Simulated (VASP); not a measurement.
# BeS (F-43m) in VASP: a series of runs

The runs below take BeS through single point, with LDA.

Program: VASP 6.6.1. These are calculated values, not measurements. Logs are shortened: lines on timing, memory, paths and dates and some standing lists are left out, and cuts for length are marked.

## (1) The cell of the first run

It takes space group F-43m (No. 216, cubic). The conventional cell has a = 4.751 Å, b = 4.751 Å, c = 4.751 Å, α = 90.00°, β = 90.00°, γ = 90.00°. Within 2.7 Å of Be (site symmetry -43m) lie 4 S at 2.06 Å. S (site symmetry -43m) has 4 Be at 2.06 Å within 2.7 Å.

## (2) Single point, LDA

Contents of INCAR:

```
PREC     = Accurate       # precision mode
ENCUT    = 520            # plane-wave cutoff, eV
EDIFF    = 1E-7           # SCF threshold, eV
ISMEAR   = 0              # smearing method
SIGMA    = 0.01           # smearing width, eV
LREAL    = False          # projectors in reciprocal space
LASPH    = True           # aspherical terms in the spheres
NELM     = 60             # most SCF steps
ALGO     = Normal         # electronic algorithm
ISIF     = 2              # what is computed and relaxed
LWAVE    = False          # write WAVECAR
LCHARG   = False          # write CHGCAR
GGA      = CA             # functional
NBANDS   = 11             # bands
```

Contents of KPOINTS:

```
Automatic mesh
0
Gamma
  8 8 8
```

Contents of POSCAR:

```
BeS
1.0
    0.0000000000      2.3754963136      2.3754963136
    2.3754963136      0.0000000000      2.3754963136
    2.3754963136      2.3754963136      0.0000000000
Be S
1 1
Direct
    0.0000000000      0.0000000000      0.0000000000
    0.2500000000      0.2500000000      0.2500000000
```

Potentials or basis: VASP PAW LDA potentials, release 64 (Be, S).

Command:

```bash
cat potpaw_LDA.64/Be/POTCAR potpaw_LDA.64/S/POTCAR > POTCAR
mpirun -np 1 vasp_std > vasp.out
```

OUTCAR:

```text
PREC = Accurate
   ENCUT = 520
   EDIFF = 1E-7
   ISMEAR = 0
   LREAL = False
   LASPH = True
   NELM = 60
   ISIF = 2
   GGA = CA

 ion  position               nearest neighbor table
   1  0.000  0.000  0.000-   2 2.06   2 2.06   2 2.06   2 2.06
   2  0.250  0.250  0.250-   1 2.06   1 2.06   1 2.06   1 2.06

  LATTYP: Found a face centered cubic cell.
 ALAT       =     4.7509926272

  Lattice vectors:

 A1 = (   0.0000000000,   2.3754963136,   2.3754963136)
 A2 = (   2.3754963136,   0.0000000000,   2.3754963136)
 A3 = (   2.3754963136,   2.3754963136,   0.0000000000)

Analysis of symmetry for initial positions (statically):
=====================================================================
 Subroutine PRICEL returns:
 Original cell was already a primitive cell.

 Routine SETGRP: Setting up the symmetry group for a
 face centered cubic supercell.

 Subroutine GETGRP returns: Found 24 space group operations
 (whereof 24 operations were pure point group operations)
 out of a pool of 48 trial point group operations.

The static configuration has the point symmetry T_d .

Analysis of symmetry for dynamics (positions and initial velocities):
=====================================================================
 Subroutine PRICEL returns:
 Original cell was already a primitive cell.

 Routine SETGRP: Setting up the symmetry group for a
 face centered cubic supercell.

 Subroutine GETGRP returns: Found 24 space group operations
 (whereof 24 operations were pure point group operations)
 out of a pool of 48 trial point group operations.

The dynamic configuration has the point symmetry T_d .

 Subroutine INISYM returns: Found 24 space group operations
 (whereof 24 operations are pure point group operations),
 and found     1 'primitive' translations

----------------------------------------------------------------------------------------

                                     Primitive cell

  volume of cell :      26.8098

  direct lattice vectors                    reciprocal lattice vectors
     0.000000000  2.375496314  2.375496314    -0.210482330  0.210482330  0.210482330
     2.375496314  0.000000000  2.375496314     0.210482330 -0.210482330  0.210482330
     2.375496314  2.375496314  0.000000000     0.210482330  0.210482330 -0.210482330

  length of vectors
     3.359459104  3.359459104  3.359459104     0.364566090  0.364566090  0.364566090

  position of ions in fractional coordinates (direct lattice)
     0.000000000  0.000000000  0.000000000
     0.250000000  0.250000000  0.250000000

  ion indices of the primitive-cell ions
   primitive index   ion index
                 1           1
                 2           2

----------------------------------------------------------------------------------------

 KPOINTS: Automatic mesh

Automatic generation of k-mesh.
 Grid dimensions read from file:
 generate k-points for:    8    8    8

 Generating k-lattice:

  Cartesian coordinates                     Fractional coordinates (reciprocal lattice)
    -0.026310291  0.026310291  0.026310291     0.125000000  0.000000000  0.000000000
     0.026310291 -0.026310291  0.026310291     0.000000000  0.125000000  0.000000000
     0.026310291  0.026310291 -0.026310291     0.000000000  0.000000000  0.125000000

  Length of vectors
     0.045570761  0.045570761  0.045570761

  Shift w.r.t. Gamma in fractional coordinates (k-lattice)
     0.000000000  0.000000000  0.000000000

 Subroutine IBZKPT returns following result:
 ===========================================

 Found     29 irreducible k-points:

 Following reciprocal coordinates:
            Coordinates               Weight
  0.000000  0.000000  0.000000      1.000000
  0.125000  0.000000  0.000000      8.000000
  0.250000  0.000000  0.000000      8.000000
  0.375000  0.000000  0.000000      8.000000
  0.500000  0.000000  0.000000      4.000000
  0.125000  0.125000  0.000000      6.000000
[... 16 lines left out ...]
  0.500000  0.250000  0.125000     48.000000
 -0.375000  0.250000  0.125000     24.000000
 [... further k-points ...]
   k-points           NKPTS =     29   k-points in BZ     NKDIM =     29   number of bands    NBANDS=     11
   number of dos      NEDOS =    301   number of ions     NIONS =      2
   total plane-waves  NPLWV =  21952
   dimension x,y,z NGX =    28 NGY =   28 NGZ =   28
   dimension x,y,z NGXF=    56 NGYF=   56 NGZF=   56
   ions per type =               1   1
   NGX,Y,Z   is equivalent  to a cutoff of  13.86, 13.86, 13.86 a.u.
   NGXF,Y,Z  is equivalent  to a cutoff of  27.71, 27.71, 27.71 a.u.
 SYSTEM =  unknown system
   PREC   = accura    normal or accurate (medium, high low for compatibility)
   ISTART =      0    job   : 0-new  1-cont  2-samecut
   ICHARG =      2    charge: 1-file 2-atom 10-const
   ISPIN  =      1    spin polarized calculation?
   LNONCOLLINEAR =      F non collinear calculations
   LSORBIT =      F    spin-orbit coupling
   LASPH  =      T    aspherical Exc in radial PAW
   ENCUT  =  520.0 eV  38.22 Ry    6.18 a.u.   6.25  6.25  6.25*2*pi/ulx,y,z
   NELM   =     60;   NELMIN=  2; NELMDL= -5     # of ELM steps
   EDIFF  = 0.1E-06   stopping-criterion for ELM
   LREAL  =      F    real-space projection
   EDIFFG = 0.1E-05   stopping-criterion for IOM
   NSW    =      0    number of steps for IOM
   IBRION =     -1    ionic relax: 0-MD 1-quasi-New 2-CG
   NFREE  =      0    steps in history (QN), initial steepest desc. (CG)
   ISIF   =      2    stress and relaxation
   ISYM   =      2    0-nonsym 1-usesym 2-fastsym
   POTIM  = 0.5000    time-step for ionic-motion
   TEBEG  =    0.0;   TEEND  =   0.0 temperature during run
   PSTRESS=    0.0 pullay stress
   NELECT =       8.0000    total number of electrons
   NUPDOWN=      -1.0000    fix difference up-down
   EMIN   =  10.00;   EMAX   =-10.00  energy-range for DOS
   EFERMI =   0.00;   METHOD = LEGACY
   ISMEAR =     0;   SIGMA  =   0.01  broadening in eV -4-tet -1-fermi 0-gaus
   EFERMI_NEDOS =   21; number of points for ismear=-14 and -15
   IALGO  =     38    algorithm
   IMIX   =      4    mixing-type and parameters
     AMIX     =   0.40;   BMIX     =  1.00
     AMIX_MAG =   1.60;   BMIX_MAG =  1.00
  volume/ion in A,a.u.               =      13.40        90.46
  Fermi-wavevector in a.u.,A,eV,Ry     =   1.093974  2.067312 16.283178  1.196780
  Thomas-Fermi vector in A             =   2.230270
   LORBIT       =      0    0 simple, 1 ext, 2 COOP (PROOUT), +10 PAW based schemes
   GGA     = CA    functional components
   LHFCALC =     F    Hartree Fock is set to
   AEXX    =    0.0000 exact exchange contribution
   IVDW    =     0    specifies the selected vdW correction
   LEPSILON=     F    determine dielectric tensor
   LRPA    =     F    only Hartree local field effects (RPA)
 non-spin polarized calculation
 Gauss-broadening in eV      SIGMA  =   0.01
  energy-cutoff  :      520.00
  volume of cell :       26.81
 maximum number of plane-waves:       740
 NGX is ok and might be reduce to    28
   NGX = 13   NGY = 13   NGZ = 13

 number of electron       8.0000001 magnetization

 Free energy of the ion-electron system (eV)
  ---------------------------------------------------
  ext. energy  EPLUGINS =         0.00000000
  ---------------------------------------------------
  free energy    TOTEN  =       -11.13464196 eV

  energy without entropy =      -11.13464196  energy(sigma->0) =      -11.13464196

 E-fermi :   4.7397     XC(G=0): -10.2375

 val. band max:        4.6912170002   @ k =   0.0000   0.0000   0.0000
 cond. band min:       7.4556804987   @ k =   0.5000   0.5000   0.0000
 fundamental gap:      2.7644634984
 Fermi energy:         4.7397131822

 k-point     1 :       0.0000    0.0000    0.0000
  band No.  band energies     occupation
      1      -9.3950      2.00000
      2       4.6912      2.00000
      3       4.6912      2.00000
      4       4.6912      2.00000
      5      10.2022      0.00000
      6      10.2022      0.00000
      7      10.2022      0.00000
      8      10.9013      0.00000
      9      17.6279      0.00000
     10      17.6279      0.00000
     11      19.7857      0.00000

 k-point     2 :       0.1250    0.0000    0.0000
  band No.  band energies     occupation
      1      -9.2015      2.00000
      2       3.3970      2.00000
      3       4.4668      2.00000
      4       4.4668      2.00000
      5      10.2621      0.00000
      6      10.5912      0.00000
      7      10.5912      0.00000
      8      12.1554      0.00000
      9      16.8586      0.00000
     10      16.8586      0.00000
     11      19.4293      0.00000

 k-point     3 :       0.2500    0.0000    0.0000
  band No.  band energies     occupation
      1      -8.6635      2.00000
      2       1.1403      2.00000
      3       4.0284      2.00000
      4       4.0284      2.00000
      5      10.2878      0.00000
      6      11.1648      0.00000
      7      11.1648      0.00000
      8      14.2601      0.00000
      9      16.6002      0.00000
     10      16.6002      0.00000
     11      18.9825      0.00000

 k-point     4 :       0.3750    0.0000    0.0000
  band No.  band energies     occupation
      1      -7.9641      2.00000
      2      -0.7657      2.00000
      3       3.6815      2.00000
      4       3.6815      2.00000
      5      10.2865      0.00000
      6      11.2027      0.00000
      7      11.2027      0.00000
      8      15.5749      0.00000
      9      18.0575      0.00000
     10      18.0575      0.00000
     11      19.3749      0.00000
[... 239 lines left out ...]
 k-point    22 :       0.3750    0.2500    0.1250
  band No.  band energies     occupation
      1      -8.2206      2.00000
      2       0.9179      2.00000
      3       2.3303      2.00000
      4       3.4575      2.00000
      5      10.0795      0.00000
      6      11.9162      0.00000
      7      12.2936      0.00000
      8      13.3238      0.00000
      9      16.5276      0.00000
     10      19.3553      0.00000
     11      20.8921      0.00000

 k-point    23 :       0.5000    0.2500    0.1250
  band No.  band energies     occupation
      1      -7.5993      2.00000
      2      -0.3673      2.00000
      3       1.7780      2.00000
      4       2.9314      2.00000
      5      10.5517      0.00000
      6      11.4651      0.00000
      7      13.3159      0.00000
      8      14.0497      0.00000
      9      17.5398      0.00000
     10      19.3144      0.00000
     11      21.5568      0.00000

 k-point    24 :      -0.3750    0.2500    0.1250
  band No.  band energies     occupation
      1      -7.2779      2.00000
      2      -0.9926      2.00000
      3       1.6918      2.00000
      4       2.6560      2.00000
      5      10.5896      0.00000
      6      11.3119      0.00000
      7      14.0106      0.00000
      8      15.3526      0.00000
      9      16.2180      0.00000
     10      20.2963      0.00000
     11      20.9770      0.00000

 [... further k-points ...]
[... 5 lines left out ...]
  --------------------------------------------------------------------------------------
  -------------------------------------------------------------------------------------
  Total        0.5200306      0.5200306      0.5200306      0.0000000      0.0000000      0.0000000
  in kB       31.0775206     31.0775206     31.0775206      0.0000000      0.0000000      0.0000000
  external PRESSURE =      31.0775206 kB  Pullay stress =       0.0000000 kB

 VOLUME and BASIS-vectors are now :
 -----------------------------------------------------------------------------
  energy-cutoff  :      520.00
  volume of cell :       26.81
      direct lattice vectors                 reciprocal lattice vectors
     0.000000000  2.375496314  2.375496314    -0.210482330  0.210482330  0.210482330
     2.375496314  0.000000000  2.375496314     0.210482330 -0.210482330  0.210482330
     2.375496314  2.375496314  0.000000000     0.210482330  0.210482330 -0.210482330

 POSITION                                       TOTAL-FORCE (eV/Angst)
 -----------------------------------------------------------------------------------
      0.00000      0.00000      0.00000        -0.000000     -0.000000     -0.000000
      1.18775      1.18775      1.18775         0.000000      0.000000      0.000000
 -----------------------------------------------------------------------------------
    total drift:                               -0.000000     -0.000000     -0.000000

  FREE ENERGIE OF THE ION-ELECTRON SYSTEM (eV)
  ---------------------------------------------------
  free  energy   TOTEN  =       -11.1346419585 eV

  energy  without entropy=      -11.1346419585  energy(sigma->0) =      -11.13464196
```

Wall time 6.2 s (1 thread of Intel Xeon Platinum 8488C (Sapphire Rapids), shared host); peak memory 0.13 GiB.

Results:

```yaml
Free_energy: -11.1346 eV
Pressure: 3.1 GPa
Band_gap_on_the_k_mesh: 2.76 eV, indirect (least direct gap 5.51 eV)
```

A k mesh can miss the band edges.

[end of part 1 of 2]
